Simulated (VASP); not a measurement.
The system is In.

```
CELL_PARAMETERS angstrom
5.28646 0.00000 0.00000
-2.64323 4.57821 0.00000
0.00000 0.00000 3.24060
ATOMIC_POSITIONS crystal
In 0.00000 0.00000 0.00000
In 0.33333 0.66667 0.50000
In 0.66667 0.33333 0.50000
```

```yaml
Program: VASP 6.6.1
Task: relaxation of cell and atoms
Functional: RPBE
Potentials_or_basis: VASP PAW PBE potentials, release 64 (In_d)
Cutoff: 600 eV
k_mesh: 7 × 7 × 10
Occupations: fermi-dirac, width 0.1 eV
Spin: no spin polarisation
```

At the start: pressure 4.4 GPa; volume 26.14 Å³/atom.

How do energy, volume and symmetry change on relaxing?

Over 6 steps the energy falls by 37.7 meV/atom and the volume is 29.24 Å³/atom (+11.8 %); space group P6/mmm (No. 191, to 0.05 Å).

Step by step:
```
step  energy change (eV)  largest force (eV/Å)  pressure (GPa)  volume (Å³)
   1              0.0000                0.0000            4.38        78.43
   2             -0.1115                0.0000            0.22        86.82
   3             -0.1121                0.0000            0.04        87.47
   4             -0.1122                0.0000           -0.04        87.66
   5             -0.1129                0.0000            0.05        87.68
   6             -0.1132                0.0000            0.02        87.71
```

Final structure:
```cif
data_structure
_symmetry_space_group_name_H-M 'P 1'
_symmetry_Int_Tables_number 1
_cell_length_a 5.4609
_cell_length_b 5.4609
_cell_length_c 3.3963
_cell_angle_alpha 90.000
_cell_angle_beta 90.000
_cell_angle_gamma 120.000
_cell_volume 87.71
loop_
_atom_site_label
_atom_site_type_symbol
_atom_site_fract_x
_atom_site_fract_y
_atom_site_fract_z
_atom_site_occupancy
In1 In 0.00000 0.00000 0.00000 1
In2 In 0.33333 0.66667 0.50000 1
In3 In 0.66667 0.33333 0.50000 1
```

Caveat: the PAW data sets were made with another functional, which shifts forces and pressure a little.
